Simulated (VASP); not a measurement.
Here is a VASP 6.6.1 calculation.

The input INCAR:

```
SYSTEM = LaP
PREC = Accurate
ENCUT = 520
EDIFF = 1E-6
ISMEAR = -1
SIGMA = 0.05
LREAL = .FALSE.
LASPH = .TRUE.
NELM = 80
ALGO = Normal
ISIF = 2
LWAVE = .FALSE.
LCHARG = .FALSE.
GGA = CA
NBANDS = 15
```

Contents of KPOINTS:

```
Automatic mesh
0
G
  10 10 10
  0 0 0
```

The input POSCAR:

```
LaP
1.0
    0.0000000000      3.0332503348      3.0332503348
    3.0332503348      0.0000000000      3.0332503348
    3.0332503348      3.0332503348      0.0000000000
La P
1 1
Direct
    0.0000000000      0.0000000000      0.0000000000
    0.5000000000      0.5000000000      0.5000000000
```

Potentials or basis: VASP PAW LDA potentials, release 64 (La, P).

Launch:

```sh
$ cat potpaw_LDA.64/La/POTCAR potpaw_LDA.64/P/POTCAR > POTCAR
$ mpirun -np 1 vasp_std > vasp.out
```

Problem. Estimate the pressure.

Solution. -4.6 GPa.

Problem. Predict the band gap on the k mesh.

Solution. Zero (bands 8 and 9 overlap by 0.20 eV).

Caveat: the cell stands under tension; spin-orbit coupling is left out, which moves the levels of the heavy elements.
